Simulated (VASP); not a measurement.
# SiC (P6_3mc) in VASP: a series of runs

SiC is run at these levels: r2SCAN; tasks: single point.

Everything below comes from runs of VASP 6.6.1. Logs are shortened: lines on timing, memory, paths and dates and some standing lists are left out, and cuts for length are marked.

## Step 1: The cell of the first run

It takes space group P6_3mc (No. 186, hexagonal). The conventional cell has a = 3.075 Å, b = 3.075 Å, c = 5.046 Å, α = 90.00°, β = 90.00°, γ = 120.00°. Si (site symmetry 3m) has 4 C at 1.88 to 1.90 Å within 2.5 Å. C (site symmetry 3m) has 4 Si at 1.88 to 1.90 Å within 2.5 Å.

## Step 2: Single point, r2SCAN

Contents of POSCAR:

```
SiC
1.0
    3.0750672289      0.0000000000      0.0000000000
   -1.5375336144      2.6630863386      0.0000000000
    0.0000000000      0.0000000000      5.0456002619
Si C
2 2
Direct
    0.3333333333      0.6666666667      0.0045511370
    0.6666666667      0.3333333333      0.5045511370
    0.3333333333      0.6666666667      0.3804488630
    0.6666666667      0.3333333333      0.8804488630
```

Contents of INCAR.step1:

```
ALGO = Normal
EDIFF = 1E-4
ENCUT = 520
GGA = PE
ISMEAR = 0
LASPH = True
LCHARG = False
LREAL = False
LWAVE = True
NBANDS = 16
NELM = 60
PREC = Accurate
SIGMA = 0.1
```

Contents of INCAR.step2:

```
ALGO = Normal
EDIFF = 1E-6
ENCUT = 520
ISIF = 2
ISMEAR = 0
ISTART = 1
LASPH = True
LCHARG = False
LMIXTAU = True
LREAL = False
LWAVE = False
METAGGA = R2SCAN
NBANDS = 16
NELM = 60
PREC = Accurate
SIGMA = 0.1
```

Contents of KPOINTS:

```
k-points
0
Gamma
  6 6 4
```

Potentials or basis: VASP PAW PBE potentials, release 64 (Si, C).

Started as:

```sh
$ cat potpaw_PBE.64/Si/POTCAR potpaw_PBE.64/C/POTCAR > POTCAR
$ cp INCAR.step1 INCAR
$ mpirun -np 1 vasp_std > vasp.out
$ cp INCAR.step2 INCAR
$ mpirun -np 1 vasp_std > vasp.out
```

OUTCAR:

```text
EDIFF = 1E-6
   ENCUT = 520
   ISIF = 2
   ISMEAR = 0
   ISTART = 1
   LASPH = True
   LREAL = False
   METAGGA = R2SCAN
   NELM = 60
   PREC = Accurate

 ion  position               nearest neighbor table
   1  0.333  0.667  0.005-   4 1.88   4 1.88   4 1.88   3 1.90   2 3.08   2 3.08   2 3.08   2 3.08
                             2 3.08   2 3.08
   2  0.667  0.333  0.505-   3 1.88   3 1.88   3 1.88   4 1.90   1 3.08   1 3.08   1 3.08   1 3.08
                             1 3.08   1 3.08
   3  0.333  0.667  0.380-   2 1.88   2 1.88   2 1.88   1 1.90
   4  0.667  0.333  0.880-   1 1.88   1 1.88   1 1.88   2 1.90

  LATTYP: Found a hexagonal cell.
 ALAT       =     3.0750672289
 C/A-ratio  =     1.6408097405

  Lattice vectors:

 A1 = (   3.0750672289,   0.0000000000,   0.0000000000)
 A2 = (  -1.5375336144,   2.6630863386,   0.0000000000)
 A3 = (   0.0000000000,   0.0000000000,   5.0456002619)

Analysis of symmetry for initial positions (statically):
=====================================================================
 Subroutine PRICEL returns:
 Original cell was already a primitive cell.

 Routine SETGRP: Setting up the symmetry group for a
 hexagonal supercell.

 Subroutine GETGRP returns: Found 12 space group operations
 (whereof  6 operations were pure point group operations)
 out of a pool of 24 trial point group operations.

The static configuration has the point symmetry C_3v.
 The point group associated with its full space group is C_6v.

Analysis of symmetry for dynamics (positions and initial velocities):
=====================================================================
 Subroutine PRICEL returns:
 Original cell was already a primitive cell.

 Routine SETGRP: Setting up the symmetry group for a
 hexagonal supercell.

 Subroutine GETGRP returns: Found 12 space group operations
 (whereof  6 operations were pure point group operations)
 out of a pool of 24 trial point group operations.

The dynamic configuration has the point symmetry C_3v.
 The point group associated with its full space group is C_6v.

 Subroutine INISYM returns: Found 12 space group operations
 (whereof  6 operations are pure point group operations),
 and found     1 'primitive' translations

----------------------------------------------------------------------------------------

                                     Primitive cell

  volume of cell :      41.3193

  direct lattice vectors                    reciprocal lattice vectors
     3.075067229  0.000000000  0.000000000     0.325196142  0.187752080  0.000000000
    -1.537533614  2.663086339  0.000000000     0.000000000  0.375504161  0.000000000
     0.000000000  0.000000000  5.045600262     0.000000000  0.000000000  0.198192474

  length of vectors
     3.075067229  3.075067229  5.045600262     0.375504161  0.375504161  0.198192474

  position of ions in fractional coordinates (direct lattice)
     0.333333333  0.666666667  0.004551137
     0.666666667  0.333333333  0.504551137
     0.333333333  0.666666667  0.380448863
     0.666666667  0.333333333  0.880448863

  ion indices of the primitive-cell ions
   primitive index   ion index
                 1           1
                 2           2
                 3           3
                 4           4

----------------------------------------------------------------------------------------

 KPOINTS: k-points

Automatic generation of k-mesh.
 Grid dimensions read from file:
 generate k-points for:    6    6    4

 Generating k-lattice:

  Cartesian coordinates                     Fractional coordinates (reciprocal lattice)
     0.054199357  0.031292013  0.000000000     0.166666667  0.000000000  0.000000000
     0.000000000  0.062584027  0.000000000     0.000000000  0.166666667  0.000000000
     0.000000000  0.000000000  0.049548119     0.000000000  0.000000000  0.250000000

  Length of vectors
     0.062584027  0.062584027  0.049548119

  Shift w.r.t. Gamma in fractional coordinates (k-lattice)
     0.000000000  0.000000000  0.000000000

 Subroutine IBZKPT returns following result:
 ===========================================

 Found     21 irreducible k-points:

 Following reciprocal coordinates:
            Coordinates               Weight
  0.000000  0.000000  0.000000      1.000000
  0.166667  0.000000  0.000000      6.000000
  0.333333  0.000000  0.000000      6.000000
  0.500000 -0.000000  0.000000      3.000000
  0.166667  0.166667  0.000000      6.000000
  0.333333  0.166667  0.000000     12.000000
[... 13 lines left out ...]
  0.333333  0.166667  0.500000     12.000000
  0.333333  0.333333  0.500000      2.000000
   k-points           NKPTS =     21   k-points in BZ     NKDIM =     21   number of bands    NBANDS=     16
   number of dos      NEDOS =    301   number of ions     NIONS =      4
   total plane-waves  NPLWV =  23040
   dimension x,y,z NGX =    24 NGY =   24 NGZ =   40
   dimension x,y,z NGXF=    48 NGYF=   48 NGZF=   80
   ions per type =               2   2
   NGX,Y,Z   is equivalent  to a cutoff of  12.98, 12.98, 13.18 a.u.
   NGXF,Y,Z  is equivalent  to a cutoff of  25.95, 25.95, 26.36 a.u.
 SYSTEM =  unknown system
   PREC   = accura    normal or accurate (medium, high low for compatibility)
   ISTART =      1    job   : 0-new  1-cont  2-samecut
   ICHARG =      0    charge: 1-file 2-atom 10-const
   ISPIN  =      1    spin polarized calculation?
   LNONCOLLINEAR =      F non collinear calculations
   LSORBIT =      F    spin-orbit coupling
   LASPH  =      T    aspherical Exc in radial PAW
   ENCUT  =  520.0 eV  38.22 Ry    6.18 a.u.   5.72  5.72  9.38*2*pi/ulx,y,z
   NELM   =     60;   NELMIN=  2; NELMDL=  0     # of ELM steps
   EDIFF  = 0.1E-05   stopping-criterion for ELM
   LREAL  =      F    real-space projection
   EDIFFG = 0.1E-04   stopping-criterion for IOM
   NSW    =      0    number of steps for IOM
   IBRION =     -1    ionic relax: 0-MD 1-quasi-New 2-CG
   NFREE  =      0    steps in history (QN), initial steepest desc. (CG)
   ISIF   =      2    stress and relaxation
   ISYM   =      2    0-nonsym 1-usesym 2-fastsym
   POTIM  = 0.5000    time-step for ionic-motion
   TEBEG  =    0.0;   TEEND  =   0.0 temperature during run
   PSTRESS=    0.0 pullay stress
   NELECT =      16.0000    total number of electrons
   NUPDOWN=      -1.0000    fix difference up-down
   EMIN   =  10.00;   EMAX   =-10.00  energy-range for DOS
   EFERMI =   0.00;   METHOD = LEGACY
   ISMEAR =     0;   SIGMA  =   0.10  broadening in eV -4-tet -1-fermi 0-gaus
   EFERMI_NEDOS =   21; number of points for ismear=-14 and -15
   IALGO  =     38    algorithm
   IMIX   =      4    mixing-type and parameters
     AMIX     =   0.40;   BMIX     =  1.00
     AMIX_MAG =   1.60;   BMIX_MAG =  1.00
  volume/ion in A,a.u.               =      10.33        69.71
  Fermi-wavevector in a.u.,A,eV,Ry     =   1.193248  2.254911 19.372519  1.423840
  Thomas-Fermi vector in A             =   2.329267
   LORBIT       =      0    0 simple, 1 ext, 2 COOP (PROOUT), +10 PAW based schemes
   METAGGA = R2SCAN    functional components
   LHFCALC =     F    Hartree Fock is set to
   AEXX    =    0.0000 exact exchange contribution
   IVDW    =     0    specifies the selected vdW correction
   LEPSILON=     F    determine dielectric tensor
   LRPA    =     F    only Hartree local field effects (RPA)
 non-spin polarized calculation
 Gauss-broadening in eV      SIGMA  =   0.10
  energy-cutoff  :      520.00
  volume of cell :       41.32
 maximum number of plane-waves:      1124
 NGX is ok and might be reduce to    24
   NGX = 11   NGY = 11   NGZ = 19

 number of electron      15.9999999 magnetization

 Free energy of the ion-electron system (eV)
  ---------------------------------------------------
  ext. energy  EPLUGINS =         0.00000000
  ---------------------------------------------------
  free energy    TOTEN  =       -38.62849407 eV

  energy without entropy =      -38.62849407  energy(sigma->0) =      -38.62849407

 E-fermi :   8.6419     XC(G=0): -11.9311

 val. band max:        8.1545516270   @ k =   0.0000   0.0000   0.0000
 cond. band min:      10.8145561250   @ k =   0.3333   0.3333   0.0000
 fundamental gap:      2.6600044980
 Fermi energy:         8.6418812497

 k-point     1 :       0.0000    0.0000    0.0000
  band No.  band energies     occupation
      1      -8.2049      2.00000
      2      -4.5715      2.00000
      3      -0.8390      2.00000
      4       6.7664      2.00000
      5       6.7664      2.00000
      6       8.0482      2.00000
[... 8 lines left out ...]
     15      17.7370      0.00000
     16      20.1851      0.00000

 k-point     2 :       0.1667    0.0000    0.0000
  band No.  band energies     occupation
      1      -7.7087      2.00000
      2      -4.1605      2.00000
      3      -0.3874      2.00000
      4       4.5349      2.00000
      5       6.0503      2.00000
      6       6.5043      2.00000
[... 8 lines left out ...]
     15      18.3989      0.00000
     16      18.7506      0.00000

 k-point     3 :       0.3333    0.0000    0.0000
  band No.  band energies     occupation
      1      -6.2971      2.00000
      2      -3.2074      2.00000
      3       0.4722      2.00000
      4       1.7274      2.00000
      5       3.5829      2.00000
      6       5.0611      2.00000
[... 8 lines left out ...]
     15      19.9185      0.00000
     16      21.2019      0.00000

 k-point     4 :       0.5000   -0.0000    0.0000
  band No.  band energies     occupation
      1      -4.8081      2.00000
      2      -3.3094      2.00000
      3       0.0906      2.00000
      4       1.6095      2.00000
      5       2.5320      2.00000
      6       4.6733      2.00000
[... 8 lines left out ...]
     15      19.3325      0.00000
     16      21.6879      0.00000

 k-point     5 :       0.1667    0.1667    0.0000
  band No.  band energies     occupation
      1      -6.7489      2.00000
      2      -3.4493      2.00000
      3       0.3931      2.00000
      4       2.6918      2.00000
      5       3.8283      2.00000
      6       5.2284      2.00000
[... 8 lines left out ...]
     15      19.1859      0.00000
     16      19.7723      0.00000

 k-point     6 :       0.3333    0.1667    0.0000
  band No.  band energies     occupation
      1      -5.0609      2.00000
      2      -2.9737      2.00000
      3       0.4495      2.00000
      4       2.0544      2.00000
      5       2.5745      2.00000
      6       3.3300      2.00000
[... 8 lines left out ...]
     15      19.7315      0.00000
     16      20.7757      0.00000
[... 210 lines left out ...]
 k-point    18 :       0.5000   -0.0000    0.5000
  band No.  band energies     occupation
      1      -3.9414      2.00000
      2      -3.9414      2.00000
      3      -0.3888      2.00000
      4      -0.3888      2.00000
      5       5.5923      2.00000
      6       5.5923      2.00000
[... 8 lines left out ...]
     15      20.8969      0.00000
     16      20.8969      0.00000

 k-point    19 :       0.1667    0.1667    0.5000
  band No.  band energies     occupation
      1      -5.5738      2.00000
      2      -5.5738      2.00000
      3       2.5448      2.00000
      4       2.5448      2.00000
      5       5.0235      2.00000
      6       5.0235      2.00000
[... 8 lines left out ...]
     15      19.1735      0.00000
     16      19.1735      0.00000

 k-point    20 :       0.3333    0.1667    0.5000
  band No.  band energies     occupation
      1      -4.0902      2.00000
      2      -4.0902      2.00000
      3       0.3789      2.00000
      4       0.3789      2.00000
      5       3.9076      2.00000
      6       3.9076      2.00000
[... 8 lines left out ...]
     15      20.7425      0.00000
     16      20.7425      0.00000

 k-point    21 :       0.3333    0.3333    0.5000
  band No.  band energies     occupation
      1      -3.3482      2.00000
      2      -3.3482      2.00000
      3       0.1601      2.00000
      4       0.1601      2.00000
      5       2.3247      2.00000
      6       2.3247      2.00000
[... 8 lines left out ...]
     15      20.5461      0.00000
     16      20.5461      0.00000

------------------------ aborting loop because EDIFF is reached ----------------------------------------

  FORCE on cell =-STRESS in cart. coord.  units (eV):
  Direction    XX          YY          ZZ          XY          YZ          ZX
  --------------------------------------------------------------------------------------
  -------------------------------------------------------------------------------------
  Total       -0.0139943     -0.0139943      0.0049412     -0.0000000      0.0000000      0.0000000
  in kB       -0.5426348     -0.5426348      0.1915990     -0.0000000      0.0000000      0.0000000
  external PRESSURE =      -0.2978902 kB  Pullay stress =       0.0000000 kB

 VOLUME and BASIS-vectors are now :
 -----------------------------------------------------------------------------
  energy-cutoff  :      520.00
  volume of cell :       41.32
      direct lattice vectors                 reciprocal lattice vectors
     3.075067229  0.000000000  0.000000000     0.325196142  0.187752080  0.000000000
    -1.537533614  2.663086339  0.000000000     0.000000000  0.375504161  0.000000000
     0.000000000  0.000000000  5.045600262     0.000000000  0.000000000  0.198192474

 POSITION                                       TOTAL-FORCE (eV/Angst)
 -----------------------------------------------------------------------------------
     -0.00000      1.77539      0.02296        -0.000000      0.000000     -0.001662
      1.53753      0.88770      2.54576        -0.000000      0.000000     -0.001662
     -0.00000      1.77539      1.91959         0.000000     -0.000000      0.001662
      1.53753      0.88770      4.44239         0.000000     -0.000000      0.001662
 -----------------------------------------------------------------------------------
    total drift:                               -0.000000     -0.000000     -0.000143

  FREE ENERGIE OF THE ION-ELECTRON SYSTEM (eV)
  ---------------------------------------------------
  free  energy   TOTEN  =       -38.6284940719 eV

  energy  without entropy=      -38.6284940719  energy(sigma->0) =      -38.62849407
```

Wall time 22 s (1 thread of Intel Xeon 6975P-C (Granite Rapids), shared host); peak memory 0.16 GiB.

What came out:

```
Free energy            : -38.6285 eV
Pressure               : 0.0 GPa
Band gap on the k mesh : 2.66 eV, indirect (least direct gap 4.48 eV)
```

Caveat: the PAW data sets were made with another functional, which shifts forces and pressure a little.

## Step 3: Single point, r2SCAN

Contents of POSCAR:

```
SiC
1.0
    3.0751950059      0.0000000000      0.0000000000
   -1.5375975029      2.6631969967      0.0000000000
    0.0000000000      0.0000000000      5.0481668544
Si C
2 2
Direct
    0.3333333333      0.6666666667      0.0046028828
    0.6666666667      0.3333333333      0.5046028828
    0.3333333333      0.6666666667      0.3803971172
    0.6666666667      0.3333333333      0.8803971172
```

Contents of INCAR.step1:

```
SYSTEM = SiC
PREC = Accurate
ENCUT = 520
ISMEAR = 0
SIGMA = 0.02
LREAL = .FALSE.
LASPH = .TRUE.
NELM = 100
NBANDS = 16
GGA = PE
ALGO = Normal
EDIFF = 1E-4
LWAVE = .TRUE.
LCHARG = .FALSE.
```

Contents of INCAR.step2:

```
SYSTEM = SiC
PREC = Accurate
ENCUT = 520
EDIFF = 1E-7
ISMEAR = 0
SIGMA = 0.02
LREAL = .FALSE.
LASPH = .TRUE.
NELM = 100
ALGO = Normal
ISIF = 2
LWAVE = .FALSE.
LCHARG = .FALSE.
METAGGA = R2SCAN
LMIXTAU = .TRUE.
NBANDS = 16
ISTART = 1
```

Contents of KPOINTS:

```
regular mesh
0
G
  12 12 6
  0 0 0
```

Potentials or basis: VASP PAW PBE potentials, release 64 (Si, C).

Started as:

```sh
$ cat potpaw_PBE.64/Si/POTCAR potpaw_PBE.64/C/POTCAR > POTCAR
$ cp INCAR.step1 INCAR
$ mpirun -np 1 vasp_std > vasp.out
$ cp INCAR.step2 INCAR
$ mpirun -np 1 vasp_std > vasp.out
```

Wall time 76 s (1 thread of Intel Xeon 6975P-C (Granite Rapids), shared host); peak memory 0.18 GiB.

The run converged. Its results:

| Quantity | Value |
| --- | --- |
| Free energy | -38.6379 eV |
| Pressure | -0.2 GPa |
| Band gap on the k mesh | 2.66 eV, indirect (least direct gap 4.48 eV) |

Levels at points of the mesh, in eV from the valence-band top:
```
           k point  band 4  band 5  band 6  band 7  band 8  band 9  band 10  band 11  band 12  band 13
(0.00, 0.00, 0.00)   -1.39   -1.39   -0.11    0.00    0.00    5.38     6.78     7.19     7.19     8.33
(0.50, 0.00, 0.00)   -6.55   -5.62   -3.48   -3.36   -1.26    3.23     4.66     7.47     7.65    10.76
(0.00, 0.00, 0.50)   -4.63   -0.75   -0.75   -0.75   -0.75    6.50     6.50     7.89     7.89     7.89
(0.50, 0.00, 0.50)   -8.54   -2.56   -2.56   -2.44   -2.44    3.72     3.72     5.79     5.79    11.10
```

Caveat: the PAW data sets were made with another functional, which shifts forces and pressure a little. A k mesh can miss the band edges.

## Step 4: Single point, r2SCAN

POSCAR is that of step 3.

Contents of INCAR.step1:

```
SYSTEM = SiC
PREC = Accurate
ENCUT = 520
ISMEAR = 0
SIGMA = 0.05
LREAL = .False.
LASPH = .True.
NELM = 60
NBANDS = 16
GGA = PE
ALGO = Normal
EDIFF = 1E-4
LWAVE = .True.
LCHARG = .False.
```

Contents of INCAR.step2:

```
SYSTEM = SiC
PREC = Accurate
ENCUT = 520
EDIFF = 1E-7
ISMEAR = 0
SIGMA = 0.05
LREAL = .False.
LASPH = .True.
NELM = 60
ALGO = Normal
ISIF = 2
LWAVE = .False.
LCHARG = .False.
METAGGA = R2SCAN
LMIXTAU = .True.
NBANDS = 16
ISTART = 1
```

Contents of KPOINTS:

```
regular mesh
0
Gamma
  12 12 6
  0 0 0
```

Started as:

```sh
$ cat potpaw_PBE.64/Si/POTCAR potpaw_PBE.64/C/POTCAR > POTCAR
$ cp INCAR.step1 INCAR
$ mpirun -np 1 vasp_std > vasp.out
$ cp INCAR.step2 INCAR
$ mpirun -np 1 vasp_std > vasp.out
```

Run time: 68 s. Hardware: 1 thread of Intel Xeon 6975P-C (Granite Rapids), shared host; peak memory 0.18 GiB.

It converged, with:

* Free energy: -38.6379 eV
* Pressure: -0.2 GPa
* Band gap on the k mesh: 2.66 eV, indirect (least direct gap 4.48 eV)

Levels at points of the mesh, in eV from the valence-band top:
| k point | band 6 | band 7 | band 8 | band 9 | band 10 | band 11 |
| --- | --- | --- | --- | --- | --- | --- |
| (0.00, 0.00, 0.00) | -0.11 | 0.00 | 0.00 | 5.38 | 6.78 | 7.19 |
| (0.50, 0.00, 0.00) | -3.48 | -3.36 | -1.26 | 3.23 | 4.66 | 7.47 |
| (0.00, 0.00, 0.50) | -0.75 | -0.75 | -0.75 | 6.50 | 6.50 | 7.89 |
| (0.50, 0.00, 0.50) | -2.56 | -2.44 | -2.44 | 3.72 | 3.72 | 5.79 |

Caveat: the PAW data sets were made with another functional, which shifts forces and pressure a little.

## Step 5: Overview

```tsv
cell	k mesh	smearing	gap on the mesh (eV)	pressure (GPa)
a = 3.075, b = 3.075, c = 5.046 Å, angles 90.0, 90.0, 120.0°, 4 atoms	6 × 6 × 4	gaussian 0.1 eV	2.66	0.0
a = 3.075, b = 3.075, c = 5.048 Å, angles 90.0, 90.0, 120.0°, 4 atoms	12 × 12 × 6	gaussian 0.02 eV	2.66	-0.2
a = 3.075, b = 3.075, c = 5.048 Å, angles 90.0, 90.0, 120.0°, 4 atoms	12 × 12 × 6	gaussian 0.05 eV	2.66	-0.2
```

Alike in all rows: task single point; level r2SCAN; potentials or basis VASP PAW PBE potentials, release 64 (Si, C); no spin polarisation; cutoff (eV) 520.

Caveats: the PAW data sets were made with another functional, which shifts forces and pressure a little.

Total energies depend on the potentials used, so only differences within one code and one set of settings carry meaning.
